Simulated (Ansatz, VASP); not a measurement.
InPtCl3 in VASP and in Ansatz

Contents of INCAR:

```
SYSTEM = InPtCl3
PREC     = Accurate       ! precision mode
ENCUT    = 600            ! plane-wave cutoff, eV
EDIFF    = 1E-7           ! SCF threshold, eV
ISMEAR   = 0              ! smearing method
SIGMA    = 0.1            ! smearing width, eV
LREAL    = .FALSE.        ! projectors in reciprocal space
LASPH    = .TRUE.         ! aspherical terms in the spheres
NELM     = 100            ! most SCF steps
ALGO     = Normal         ! electronic algorithm
ISIF     = 3              ! what is computed and relaxed
LWAVE    = .FALSE.        ! write WAVECAR
LCHARG   = .FALSE.        ! write CHGCAR
GGA      = PE             ! functional
IBRION   = 2              ! ionic algorithm
NSW      = 90             ! ionic steps
EDIFFG   = -0.04          ! ionic threshold
```

The input KPOINTS:

```
regular mesh
0
G
  4 4 4
  0 0 0
```

Contents of POSCAR:

```
InPtCl3
1.0
    4.6944415900      0.0000000000      0.0000000000
    0.0000000000      4.6944415900      0.0000000000
    0.0000000000      0.0000000000      4.6944415900
In Pt Cl
1 1 3
Direct
    0.5000000000      0.5000000000      0.5000000000
    0.0000000000      0.0000000000      0.0000000000
    0.0000000000      0.0000000000      0.5000000000
    0.0000000000      0.5000000000      0.0000000000
    0.5000000000      0.0000000000      0.0000000000
```

Input for Ansatz:

```yaml
crystal:
  lattice:
    - [4.69444159, 0.0, 0.0]
    - [0.0, 4.69444159, 0.0]
    - [0.0, 0.0, 4.69444159]
  atoms:
    - { symbol: In, position: [0.5, 0.5, 0.5] }
    - { symbol: Pt, position: [0.0, 0.0, 0.0] }
    - { symbol: Cl, position: [0.0, 0.0, 0.5] }
    - { symbol: Cl, position: [0.0, 0.5, 0.0] }
    - { symbol: Cl, position: [0.5, 0.0, 0.0] }
basis:
  ecutwfc: 420
kpoints:
  mp_grid: { grid: [4, 4, 4] }
hamiltonian:
  xc: pbe
scf:
  occupations: { method: gaussian, width: 0.1 }
  lower_state_search: "off"
output:
  forces: true
  stress: true
  eigenvalues: true
relax:
  adjacent_minimum: "off"
  f_tol: 0.04
  max_steps: 70
  cell: { stress_tol: 0.4 }
```

Change from the starting cell: species swapped into the YbNiH3 type (Pm-3m, No. 221).

Alike in both runs: task relaxation of cell and atoms; functional PBE; k mesh 4 × 4 × 4; occupations gaussian, width 0.1 eV; no spin polarisation.

|  | VASP | Ansatz |
| --- | --- | --- |
| version | VASP 6.6.1 | Ansatz 0.2.0 |
| potentials or method | VASP PAW PBE potentials, release 64 (In_d, Pt, Cl), cutoff 600 eV | scalar-relativistic, plane waves, PAW |
| valence electrons in the cell | 44 | 52 |

Ansatz gave:

```
gap on the k mesh at the Fermi level, each at its own relaxed structure (eV) : none
relaxed volume (Å³/atom)                                                     : 24.77
relaxed cell length with the largest relative difference (Å)                 : 4.984
```

Question: What did VASP give for the same quantities?

Answer: gap on the k mesh at the Fermi level, each at its own relaxed structure (eV): none; relaxed volume (Å³/atom): 24.67; relaxed cell length with the largest relative difference (Å): 4.978.

A gap of «none» marks a metal or a gap that the smearing closes. VASP's potentials hold 44 valence electrons a cell and Ansatz's 52, so a difference there can come from the potentials and not from the codes.

Neither program's run includes spin-orbit coupling. Noted on VASP's run: the volume moved by over 15 % at a fixed basis, so the end points are rough.
